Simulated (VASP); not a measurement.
Input of a VASP 6.6.1 run:

INCAR

```
PREC = Accurate
ENCUT = 520
EDIFF = 1E-7
ISMEAR = -1
SIGMA = 0.02
LREAL = F
LASPH = T
NELM = 200
ALGO = Normal
ISIF = 2
LWAVE = F
LCHARG = F
ISPIN = 2
MAGMOM = 1 1 0 0
LORBIT = 11
LMAXMIX = 4
GGA = PE
IBRION = 2
NSW = 80
EDIFFG = -0.02
GGA_COMPAT = F
NELMIN = 4
KPAR = 4
```

Contents of KPOINTS:

```
Automatic mesh
0
Gamma
  7 7 4
```

POSCAR

```
CuO
1.0
    2.3446500000     -1.7134000000      0.0000000000
    2.3446500000      1.7134000000      0.0000000000
   -0.8605543552      0.0000000000      5.0594363927
Cu O
2 2
Direct
    0.0032000000      0.4968000000      0.0000000000
    0.4968000000      0.0032000000      0.5000000000
    0.5714000000      0.4056000000      0.2537000000
    0.4056000000      0.5714000000      0.7537000000
```

Potentials or basis: VASP PAW PBE potentials, release 64 (Cu, O).

Command:

```bash
$ cat potpaw_PBE.64/Cu/POTCAR potpaw_PBE.64/O/POTCAR > POTCAR
$ mpirun -np 4 vasp_std > vasp.out
```

Q: Estimate the band gap on the k mesh.

A: Zero (filled and empty bands overlap).

Q: Estimate the energy gained by relaxing.

A: 14.9 meV/atom.

Q: What does it give for the net moment?

A: 0.00 μB per cell.

Step by step:
| step | energy change (eV) | largest force (eV/Å) | pressure (GPa) |
| --- | --- | --- | --- |
| 1 | 0.0000 | 0.7806 | 6.41 |
| 2 | -0.0505 | 0.2242 | 6.20 |
| 3 | -0.0510 | 0.2086 | 6.13 |
| 4 | -0.0548 | 0.1553 | 6.39 |
| 5 | -0.0593 | 0.0368 | 7.16 |
| 6 | -0.0594 | 0.0396 | 7.24 |
| 7 | -0.0594 | 0.0346 | 7.28 |
| 8 | -0.0595 | 0.0059 | 7.26 |

Caveat: semilocal functionals often make such compounds metallic where correlation or magnetic order opens a gap, which also shifts bond lengths. With open d or f shells a metallic result of PBE can be an artefact of self-interaction; +U or a hybrid may open a gap.
